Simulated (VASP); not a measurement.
Input of a VASP 6.6.1 run:

File POSCAR:

```
TiO2
1.0
    1.4973310000      0.8644850000      6.9815440000
   -1.4973310000      0.8644850000      6.9815440000
    0.0000000000     -1.7289690000      6.9815440000
Ti O
1 2
Direct
    0.0000000000      0.0000000000      0.0000000000
    0.6204670000      0.6204670000      0.6204670000
    0.3795330000      0.3795330000      0.3795330000
```

INCAR.step1

```
SYSTEM = TiO2
ALGO = Normal
EDIFF = 1E-5
ENCUT = 660
GGA = PE
GGA_COMPAT = .False.
ISMEAR = 0
LASPH = .True.
LCHARG = .False.
LREAL = .False.
LWAVE = .True.
NBANDS = 19
NELM = 120
PREC = Accurate
SIGMA = 0.01
```

INCAR.step2

```
SYSTEM = TiO2
ALGO = Normal
EDIFF = 1E-6
ENCUT = 660
GGA_COMPAT = .False.
ISIF = 2
ISMEAR = 0
ISTART = 1
LASPH = .True.
LCHARG = .False.
LMIXTAU = .True.
LREAL = .False.
LWAVE = .False.
METAGGA = R2SCAN
NBANDS = 19
NELM = 120
PREC = Accurate
SIGMA = 0.01
```

Contents of KPOINTS:

```
k-points
0
Gamma
  7 7 7
  0 0 0
```

Potentials or basis: VASP PAW PBE potentials, release 64 (Ti_sv, O).

Launch:

```console
$ cat potpaw_PBE.64/Ti_sv/POTCAR potpaw_PBE.64/O/POTCAR > POTCAR
$ cp INCAR.step1 INCAR
$ mpirun -np 1 vasp_std > vasp.out
$ cp INCAR.step2 INCAR
$ mpirun -np 1 vasp_std > vasp.out
```

Task: Predict the largest force.

Result: 0.359 eV/Å.

Task: What does it give for the band gap on the k mesh?

Result: 3.07 eV (least direct gap 3.30 eV).

Stress tensor (GPa, compression positive):
```
-2.97  0.00  0.00
 0.00 -2.97  0.00
 0.00  0.00 -2.39
```

Caveat: the PAW data sets were made with another functional, which shifts forces and pressure a little. A k mesh can miss the band edges.
